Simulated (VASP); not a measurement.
# GaP (I-4m2) in VASP: a series of runs

Runs on GaP. Level: PBE. Tasks: single point.

Everything below comes from runs of VASP 6.6.1. Logs are shortened: lines on timing, memory, paths and dates and some standing lists are left out, and cuts for length are marked.

## (1) The cell of the first run

It takes space group I-4m2 (No. 119, tetragonal). Conventional cell: a = 4.326 Å, b = 4.326 Å, c = 4.326 Å, α = 90.00°, β = 90.00°, γ = 90.00°. Ga (site symmetry -4m2) has 4 P at 2.42 Å within 3.2 Å. P (site symmetry -4m2) has 4 Ga at 2.42 Å within 3.2 Å.

## (2) Single point, PBE

File INCAR:

```
SYSTEM = GaP
PREC     = Accurate       ! precision mode
ENCUT    = 520            ! plane-wave cutoff, eV
EDIFF    = 1E-7           ! SCF threshold, eV
ISMEAR   = 1              ! smearing method
SIGMA    = 0.4            ! smearing width, eV
LREAL    = .FALSE.        ! projectors in reciprocal space
LASPH    = .TRUE.         ! aspherical terms in the spheres
NELM     = 80             ! most SCF steps
ALGO     = Normal         ! electronic algorithm
ISIF     = 2              ! what is computed and relaxed
LWAVE    = .FALSE.        ! write WAVECAR
LCHARG   = .FALSE.        ! write CHGCAR
GGA      = PE             ! functional
NBANDS   = 16             ! bands
```

File KPOINTS:

```
regular mesh
0
G
  10 10 10
  0 0 0
```

File POSCAR:

```
GaP
1.0
    0.0000000000      3.0591436934      2.1628145913
    3.0591436934      0.0000000000      2.1628145913
    3.0591436934      3.0591436934      0.0000000000
Ga P
1 1
Direct
    0.0000000000      0.0000000000      0.0000000000
    0.7500000000      0.7500000000      0.7500000000
```

Potentials or basis: VASP PAW PBE potentials, release 64 (Ga_d, P).

On the command line:

```bash
cat potpaw_PBE.64/Ga_d/POTCAR potpaw_PBE.64/P/POTCAR > POTCAR
mpirun -np 1 vasp_std > vasp.out
```

OUTCAR:

```text
SYSTEM = GaP
   PREC = Accurate
   ENCUT = 520
   EDIFF = 1E-7
   ISMEAR = 1
   LREAL = .FALSE.
   LASPH = .TRUE.
   NELM = 80
   ISIF = 2
   GGA = PE

 ion  position               nearest neighbor table
   1  0.000  0.000  0.000-   2 2.42   2 2.42   2 2.42   2 2.42
   2  0.750  0.750  0.750-   1 2.42   1 2.42   1 2.42   1 2.42

  LATTYP: Found a body centered tetragonal cell.
 ALAT       =     4.3262825005
 C/A-ratio  =     0.9998489886

  Lattice vectors:

 A1 = (   0.0000000000,  -3.0591436934,  -2.1628145913)
 A2 = (   0.0000000000,   3.0591436934,  -2.1628145913)
 A3 = (   3.0591436934,   0.0000000000,   2.1628145913)

Analysis of symmetry for initial positions (statically):
=====================================================================
 Subroutine PRICEL returns:
 Original cell was already a primitive cell.

 Routine SETGRP: Setting up the symmetry group for a
 body centered tetragonal supercell.

 Subroutine GETGRP returns: Found  8 space group operations
 (whereof  8 operations were pure point group operations)
 out of a pool of 16 trial point group operations.

The static configuration has the point symmetry D_2d.

Analysis of symmetry for dynamics (positions and initial velocities):
=====================================================================
 Subroutine PRICEL returns:
 Original cell was already a primitive cell.

 Routine SETGRP: Setting up the symmetry group for a
 body centered tetragonal supercell.

 Subroutine GETGRP returns: Found  8 space group operations
 (whereof  8 operations were pure point group operations)
 out of a pool of 16 trial point group operations.

The dynamic configuration has the point symmetry D_2d.

 Subroutine INISYM returns: Found  8 space group operations
 (whereof  8 operations are pure point group operations),
 and found     1 'primitive' translations

----------------------------------------------------------------------------------------

                                     Primitive cell

  volume of cell :      40.4808

  direct lattice vectors                    reciprocal lattice vectors
     0.000000000  3.059143693  2.162814591    -0.163444431  0.163444431  0.231180242
     3.059143693  0.000000000  2.162814591     0.163444431 -0.163444431  0.231180242
     3.059143693  3.059143693  0.000000000     0.163444431  0.163444431 -0.231180242

  length of vectors
     3.746481962  3.746481962  4.326282500     0.326913548  0.326913548  0.326913548

  position of ions in fractional coordinates (direct lattice)
     0.000000000  0.000000000  0.000000000
     0.750000000  0.750000000  0.750000000

  ion indices of the primitive-cell ions
   primitive index   ion index
                 1           1
                 2           2

----------------------------------------------------------------------------------------

 KPOINTS: regular mesh

Automatic generation of k-mesh.
 Grid dimensions read from file:
 generate k-points for:   10   10   10

 Generating k-lattice:

  Cartesian coordinates                     Fractional coordinates (reciprocal lattice)
    -0.016344443  0.016344443  0.023118024     0.100000000  0.000000000  0.000000000
     0.016344443 -0.016344443  0.023118024     0.000000000  0.100000000  0.000000000
     0.016344443  0.016344443 -0.023118024    -0.000000000 -0.000000000  0.100000000

  Length of vectors
     0.032691355  0.032691355  0.032691355

  Shift w.r.t. Gamma in fractional coordinates (k-lattice)
     0.000000000  0.000000000  0.000000000

 Subroutine IBZKPT returns following result:
 ===========================================

 Found    102 irreducible k-points:

 Following reciprocal coordinates:
            Coordinates               Weight
  0.000000  0.000000  0.000000      1.000000
  0.100000  0.000000  0.000000      8.000000
  0.200000  0.000000  0.000000      8.000000
  0.300000  0.000000  0.000000      8.000000
  0.400000  0.000000  0.000000      8.000000
  0.500000  0.000000  0.000000      4.000000
[... 16 lines left out ...]
  0.300000  0.300000  0.000000      2.000000
  0.400000  0.300000  0.000000      8.000000
 [... further k-points ...]
   k-points           NKPTS =    102   k-points in BZ     NKDIM =    102   number of bands    NBANDS=     16
   number of dos      NEDOS =    301   number of ions     NIONS =      2
   total plane-waves  NPLWV =  25088
   dimension x,y,z NGX =    28 NGY =   28 NGZ =   32
   dimension x,y,z NGXF=    56 NGYF=   56 NGZF=   64
   ions per type =               1   1
   NGX,Y,Z   is equivalent  to a cutoff of  12.42, 12.42, 12.30 a.u.
   NGXF,Y,Z  is equivalent  to a cutoff of  24.85, 24.85, 24.59 a.u.
 SYSTEM =  GaP
   PREC   = accura    normal or accurate (medium, high low for compatibility)
   ISTART =      0    job   : 0-new  1-cont  2-samecut
   ICHARG =      2    charge: 1-file 2-atom 10-const
   ISPIN  =      1    spin polarized calculation?
   LNONCOLLINEAR =      F non collinear calculations
   LSORBIT =      F    spin-orbit coupling
   LASPH  =      T    aspherical Exc in radial PAW
   ENCUT  =  520.0 eV  38.22 Ry    6.18 a.u.   6.97  6.97  8.04*2*pi/ulx,y,z
   NELM   =     80;   NELMIN=  2; NELMDL= -5     # of ELM steps
   EDIFF  = 0.1E-06   stopping-criterion for ELM
   LREAL  =      F    real-space projection
   EDIFFG = 0.1E-05   stopping-criterion for IOM
   NSW    =      0    number of steps for IOM
   IBRION =     -1    ionic relax: 0-MD 1-quasi-New 2-CG
   NFREE  =      0    steps in history (QN), initial steepest desc. (CG)
   ISIF   =      2    stress and relaxation
   ISYM   =      2    0-nonsym 1-usesym 2-fastsym
   POTIM  = 0.5000    time-step for ionic-motion
   TEBEG  =    0.0;   TEEND  =   0.0 temperature during run
   PSTRESS=    0.0 pullay stress
   NELECT =      18.0000    total number of electrons
   NUPDOWN=      -1.0000    fix difference up-down
   EMIN   =  10.00;   EMAX   =-10.00  energy-range for DOS
   EFERMI =   0.00;   METHOD = LEGACY
   ISMEAR =     1;   SIGMA  =   0.40  broadening in eV -4-tet -1-fermi 0-gaus
   EFERMI_NEDOS =   21; number of points for ismear=-14 and -15
   IALGO  =     38    algorithm
   IMIX   =      4    mixing-type and parameters
     AMIX     =   0.40;   BMIX     =  1.00
     AMIX_MAG =   1.60;   BMIX_MAG =  1.00
  volume/ion in A,a.u.               =      20.24       136.59
  Fermi-wavevector in a.u.,A,eV,Ry     =   1.249538  2.361284 21.243377  1.561344
  Thomas-Fermi vector in A             =   2.383574
   LORBIT       =      0    0 simple, 1 ext, 2 COOP (PROOUT), +10 PAW based schemes
   GGA     = PE    functional components
   LHFCALC =     F    Hartree Fock is set to
   AEXX    =    0.0000 exact exchange contribution
   IVDW    =     0    specifies the selected vdW correction
   LEPSILON=     F    determine dielectric tensor
   LRPA    =     F    only Hartree local field effects (RPA)
 non-spin polarized calculation
 Methfessel and Paxton  Order N= 1 SIGMA  =   0.40
  energy-cutoff  :      520.00
  volume of cell :       40.48
 maximum number of plane-waves:      1112
   NGX = 13   NGY = 13   NGZ = 17

 number of electron      17.9999999 magnetization

 Free energy of the ion-electron system (eV)
  ---------------------------------------------------
  ext. energy  EPLUGINS =         0.00000000
  ---------------------------------------------------
  free energy    TOTEN  =        -8.66101295 eV

  energy without entropy =       -8.66324218  energy(sigma->0) =       -8.66175603

 E-fermi :   4.8652     XC(G=0):  -9.9686

 val. band max:        4.8438731958   @ k =  -0.1000   0.1000   0.0000
 cond. band min:       4.9097940879   @ k =   0.5000   0.4000   0.1000
 fundamental gap:      0.0659208921
 Fermi energy:         4.8652389962

 k-point     1 :       0.0000    0.0000    0.0000
  band No.  band energies     occupation
      1      -9.9609      2.00000
      2      -9.9609      2.00000
      3      -9.9217      2.00000
      4      -9.8908      2.00000
      5      -9.8470      2.00000
      6      -7.6324      2.00000
[... 8 lines left out ...]
     15      13.2974      0.00000
     16      14.9121      0.00000

 k-point     2 :       0.1000    0.0000    0.0000
  band No.  band energies     occupation
      1      -9.9639      2.00000
      2      -9.9588      2.00000
      3      -9.9210      2.00000
      4      -9.8935      2.00000
      5      -9.8449      2.00000
      6      -7.4999      2.00000
[... 8 lines left out ...]
     15      13.3575      0.00000
     16      14.8385      0.00000

 k-point     3 :       0.2000    0.0000    0.0000
  band No.  band energies     occupation
      1      -9.9749      2.00000
      2      -9.9541      2.00000
      3      -9.9183      2.00000
      4      -9.8981      2.00000
      5      -9.8384      2.00000
      6      -7.1134      2.00000
[... 8 lines left out ...]
     15      13.2768      0.00000
     16      16.0689      0.00000

 k-point     4 :       0.3000    0.0000    0.0000
  band No.  band energies     occupation
      1      -9.9923      2.00000
      2      -9.9502      2.00000
      3      -9.9147      2.00000
      4      -9.9000      2.00000
      5      -9.8283      2.00000
      6      -6.5179      2.00000
[... 8 lines left out ...]
     15      14.4544      0.00000
     16      16.6171      0.00000

 k-point     5 :       0.4000    0.0000    0.0000
  band No.  band energies     occupation
      1     -10.0081      2.00000
      2      -9.9485      2.00000
      3      -9.9122      2.00000
      4      -9.8992      2.00000
      5      -9.8185      2.00000
      6      -5.8487      2.00000
[... 8 lines left out ...]
     15      15.7746      0.00000
     16      16.4939      0.00000

 k-point     6 :       0.5000    0.0000    0.0000
  band No.  band energies     occupation
      1     -10.0144      2.00000
      2      -9.9481      2.00000
      3      -9.9114      2.00000
      4      -9.8985      2.00000
      5      -9.8145      2.00000
      6      -5.4961      2.00000
[... 8 lines left out ...]
     15      15.2500      0.00000
     16      18.0837      0.00000

 k-point     7 :       0.1000    0.1000    0.0000
  band No.  band energies     occupation
      1      -9.9571      2.00000
      2      -9.9571      2.00000
      3      -9.9292      2.00000
      4      -9.9016      2.00000
      5      -9.8419      2.00000
      6      -7.3777      2.00000
[... 8 lines left out ...]
     15      14.3610      0.00000
     16      16.2102      0.00000

 k-point     8 :       0.2000    0.1000    0.0000
  band No.  band energies     occupation
      1      -9.9640      2.00000
      2      -9.9522      2.00000
      3      -9.9315      2.00000
      4      -9.9081      2.00000
      5      -9.8352      2.00000
      6      -7.0055      2.00000
[... 8 lines left out ...]
     15      15.0119      0.00000
     16      17.0625      0.00000

 k-point     9 :       0.3000    0.1000    0.0000
  band No.  band energies     occupation
      1      -9.9857      2.00000
      2      -9.9474      2.00000
      3      -9.9224      2.00000
      4      -9.9114      2.00000
      5      -9.8255      2.00000
      6      -6.4268      2.00000
[... 8 lines left out ...]
     15      15.4689      0.00000
     16      17.1815      0.00000
[... 172 lines left out ...]
 k-point    19 :       0.5000    0.2000    0.0000
  band No.  band energies     occupation
      1     -10.0132      2.00000
      2      -9.9303      2.00000
      3      -9.9262      2.00000
      4      -9.9113      2.00000
      5      -9.8104      2.00000
      6      -5.0750      2.00000
[... 8 lines left out ...]
     15      17.4410      0.00000
     16      17.9567      0.00000

 k-point    20 :      -0.4000    0.2000    0.0000
  band No.  band energies     occupation
      1     -10.0093      2.00000
      2      -9.9302      2.00000
      3      -9.9254      2.00000
      4      -9.9048      2.00000
      5      -9.8158      2.00000
      6      -5.3304      2.00000
[... 8 lines left out ...]
     15      15.6518      0.00000
     16      16.8242      0.00000

 k-point    21 :      -0.3000    0.2000    0.0000
  band No.  band energies     occupation
      1      -9.9985      2.00000
      2      -9.9336      2.00000
      3      -9.9239      2.00000
      4      -9.8984      2.00000
      5      -9.8257      2.00000
      6      -5.9667      2.00000
[... 8 lines left out ...]
     15      13.6023      0.00000
     16      15.4209      0.00000

 k-point    22 :      -0.2000    0.2000    0.0000
  band No.  band energies     occupation
      1      -9.9884      2.00000
      2      -9.9410      2.00000
      3      -9.9210      2.00000
      4      -9.8925      2.00000
      5      -9.8344      2.00000
      6      -6.5645      2.00000
[... 8 lines left out ...]
     15      13.9616      0.00000
     16      14.1350      0.00000

 k-point    23 :       0.3000    0.3000    0.0000
  band No.  band energies     occupation
      1     -10.0021      2.00000
      2      -9.9302      2.00000
      3      -9.9276      2.00000
      4      -9.9276      2.00000
      5      -9.8131      2.00000
      6      -5.5905      2.00000
[... 8 lines left out ...]
     15      14.6226      0.00000
     16      20.1082      0.00000

 k-point    24 :       0.4000    0.3000    0.0000
  band No.  band energies     occupation
      1     -10.0182      2.00000
      2      -9.9375      2.00000
      3      -9.9197      2.00000
      4      -9.9175      2.00000
      5      -9.8065      2.00000
      6      -5.0031      2.00000
[... 8 lines left out ...]
     15      15.6198      0.00000
     16      19.8836      0.00000

 [... further k-points ...]
[... 5 lines left out ...]
  --------------------------------------------------------------------------------------
  -------------------------------------------------------------------------------------
  Total       -1.1393260     -1.1393260      1.7145444      0.0000000      0.0000000      0.0000000
  in kB      -45.0930418    -45.0930418     67.8594422      0.0000000      0.0000000      0.0000000
  external PRESSURE =      -7.4422138 kB  Pullay stress =       0.0000000 kB

 VOLUME and BASIS-vectors are now :
 -----------------------------------------------------------------------------
  energy-cutoff  :      520.00
  volume of cell :       40.48
      direct lattice vectors                 reciprocal lattice vectors
     0.000000000  3.059143693  2.162814591    -0.163444431  0.163444431  0.231180242
     3.059143693  0.000000000  2.162814591     0.163444431 -0.163444431  0.231180242
     3.059143693  3.059143693  0.000000000     0.163444431  0.163444431 -0.231180242

 POSITION                                       TOTAL-FORCE (eV/Angst)
 -----------------------------------------------------------------------------------
      0.00000      0.00000      0.00000         0.000000     -0.000000      0.000000
      4.58872      4.58872      3.24422        -0.000000      0.000000     -0.000000
 -----------------------------------------------------------------------------------
    total drift:                               -0.000003     -0.000003      0.000005

  FREE ENERGIE OF THE ION-ELECTRON SYSTEM (eV)
  ---------------------------------------------------
  free  energy   TOTEN  =        -8.6610129483 eV

  energy  without entropy=       -8.6632421786  energy(sigma->0) =       -8.66175603
```

Wall time 58 s (1 thread of Intel Xeon Platinum 8488C (Sapphire Rapids), shared host); peak memory 0.2 GiB.

Results:

| Property | Result |
| --- | --- |
| Free energy | -8.6610 eV |
| Pressure | -0.7 GPa |
| Band gap on the k mesh | zero (band 9 reaches 5.46 eV, above the bottom of band 10 at 4.29 eV) |

Stress tensor (GPa, compression positive):
```
-4.51  0.00  0.00
 0.00 -4.51  0.00
 0.00  0.00  6.79
```

## (3) Single point, PBE

This run uses another cell than the first one, of the same volume but with other edges.

File INCAR:

```
SYSTEM = GaP
ALGO = Normal
EDIFF = 1E-7
ENCUT = 520
GGA = PE
ISIF = 2
ISMEAR = 1
LASPH = .True.
LCHARG = .False.
LREAL = .False.
LWAVE = .False.
NBANDS = 16
NELM = 100
PREC = Accurate
SIGMA = 0.4
```

File KPOINTS:

```
k-points
0
Gamma
  10 10 10
  0 0 0
```

File POSCAR:

```
GaP
1.0
    0.0000000000      2.4280439585      3.4332541574
    2.4280439585      0.0000000000      3.4332541574
    2.4280439585      2.4280439585      0.0000000000
Ga P
1 1
Direct
    0.0000000000      0.0000000000      0.0000000000
    0.7500000000      0.7500000000      0.7500000000
```

Potentials or basis: VASP PAW PBE potentials, release 64 (Ga_d, P).

On the command line:

```bash
cat potpaw_PBE.64/Ga_d/POTCAR potpaw_PBE.64/P/POTCAR > POTCAR
mpirun -np 1 vasp_std > vasp.out
```

Wall time 60 s (1 thread of Intel Xeon Platinum 8488C (Sapphire Rapids), shared host); peak memory 0.21 GiB.

Results (log left out):

```
Free energy            : -8.1552 eV
Pressure               : 1.5 GPa
Band gap on the k mesh : zero (band 9 reaches 5.75 eV, above the bottom of band 10 at 5.30 eV)
```

Stress tensor (GPa, compression positive):
```
 11.28   0.00   0.00
  0.00  11.28   0.00
  0.00   0.00 -18.04
```

Levels at points of the mesh, in eV from the Fermi level:
```csv
k point,band 7,band 8,band 9,band 10,band 11,band 12
"(0.00, 0.00, 0.00)",-2.71,-0.61,0.23,0.23,3.68,3.68
"(0.50, 0.00, 0.00)",-7.19,-3.25,-0.87,0.03,5.15,5.63
"(0.50, 0.50, 0.00)",-8.75,-1.42,-1.42,2.99,3.36,7.62
"(0.50, 0.00, 0.50)",-6.43,-3.83,-3.64,0.20,0.33,6.48
```

## (4) Single point, PBE

This run uses another cell than the first one, of the same volume but with other edges.

File INCAR:

```
PREC = Accurate ; ENCUT = 520
EDIFF = 1E-6 ; ISMEAR = 1
SIGMA = 0.4 ; LREAL = False
LASPH = True ; NELM = 80
ALGO = Normal ; ISIF = 2
LWAVE = False ; LCHARG = True
GGA = PE ; LELF = True
LVHAR = True ; NBANDS = 16
```

File KPOINTS:

```
Automatic mesh
0
Gamma
  10 10 10
```

File POSCAR:

```
GaP
1.0
    0.0000000000      2.8769570149      2.4454134627
    2.8769570149      0.0000000000      2.4454134627
    2.8769570149      2.8769570149      0.0000000000
Ga P
1 1
Direct
    0.0000000000      0.0000000000      0.0000000000
    0.7500000000      0.7500000000      0.7500000000
```

On the command line:

```bash
cat potpaw_PBE.64/Ga_d/POTCAR potpaw_PBE.64/P/POTCAR > POTCAR
mpirun -np 1 vasp_std > vasp.out
```

It took 51 s on 1 thread of Intel Xeon Platinum 8488C (Sapphire Rapids), shared host; peak memory 0.2 GiB.

The run converged. Its results:

| Property | Result |
| --- | --- |
| Free energy | -8.9856 eV |
| Pressure | 1.8 GPa |

Stress tensor (GPa, compression positive):
```
-1.07  0.00  0.00
 0.00 -1.07  0.00
 0.00  0.00  7.52
```

Levels at points of the mesh, in eV from the Fermi level:
```
           k point  band 6  band 7  band 8  band 9  band 10  band 11  band 12  band 13
(0.00, 0.00, 0.00)  -12.88   -0.68   -0.68    0.02     1.22     3.40     3.74     3.74
(0.50, 0.00, 0.00)  -10.81   -7.02   -2.11   -1.00     0.82     3.72     5.38     8.14
(0.50, 0.50, 0.00)   -9.49   -6.43   -3.77   -3.77     0.40     0.62    10.04    10.04
(0.50, 0.00, 0.50)  -10.17   -7.49   -2.70   -2.58     1.65     1.98     9.05     9.09
```

## (5) Summary

| cell | gap on the mesh (eV) | pressure (GPa) |
| --- | --- | --- |
| a = 3.746, b = 3.746, c = 4.326 Å, angles 54.7, 54.7, 70.5°, 2 atoms | none | -0.7 |
| a = 4.205, b = 4.205, c = 3.434 Å, angles 65.9, 65.9, 48.2°, 2 atoms | none | 1.5 |
| a = 3.776, b = 3.776, c = 4.069 Å, angles 57.4, 57.4, 65.2°, 2 atoms | - | 1.8 |

Alike in all rows: task single point; level PBE; potentials or basis VASP PAW PBE potentials, release 64 (Ga_d, P); no spin polarisation; k mesh 10 × 10 × 10; cutoff (eV) 520; smearing methfessel-paxton 0.4 eV.

Total energies depend on the potentials used, so only differences within one code and one set of settings carry meaning.
